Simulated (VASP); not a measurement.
Write the native input for VASP 6.6.1 that does the following.

```
Task                   : single point
Functional             : PBE
Potentials or basis    : VASP PAW PBE potentials, release 64 (Se)
Cutoff                 : 520 eV
k mesh                 : 8 × 8 × 6
Occupations            : methfessel-paxton, width 0.1 eV
Spin                   : no spin polarisation
Dipole correction      : no
Further INCAR settings : ALGO = Normal; EDIFF = 1e-06; NBANDS = 16
```

The structure of Se lies in POSCAR:

```
Se
1.0
    4.5203796332      0.0000000000      0.0000000000
   -2.2601898166      3.9147635971      0.0000000000
    0.0000000000      0.0000000000      5.0453124951
Se
3
Direct
    0.2189274285      0.0000000000      0.3333333333
    1.0000000000      0.2189274285      0.6666666667
    0.7810725715      0.7810725715      0.0000000000
```

One way to write it, as run:

INCAR

```
  PREC = Accurate
  ENCUT = 520
  EDIFF = 1E-6
  ISMEAR = 1
  SIGMA = 0.1
  LREAL = False
  LASPH = True
  NELM = 80
  ALGO = Normal
  ISIF = 2
  LWAVE = False
  LCHARG = False
  GGA = PE
  NBANDS = 16
```

KPOINTS

```
Automatic mesh
0
Gamma
  8 8 6
```

Potentials or basis: VASP PAW PBE potentials, release 64 (Se).

Launch:

```sh
$ cat potpaw_PBE.64/Se/POTCAR > POTCAR
$ mpirun -np 1 vasp_std > vasp.out
```

It gave:

```json
{
 "Pressure": "0.1 GPa",
 "Largest force": "0.023 eV/Å",
 "Band gap on the k mesh": "1.13 eV, indirect (least direct gap 1.22 eV)"
}
```

Run time: 2.2 min on 1 thread of AMD EPYC 7R13 (shared host), peak memory 0.21 GiB.
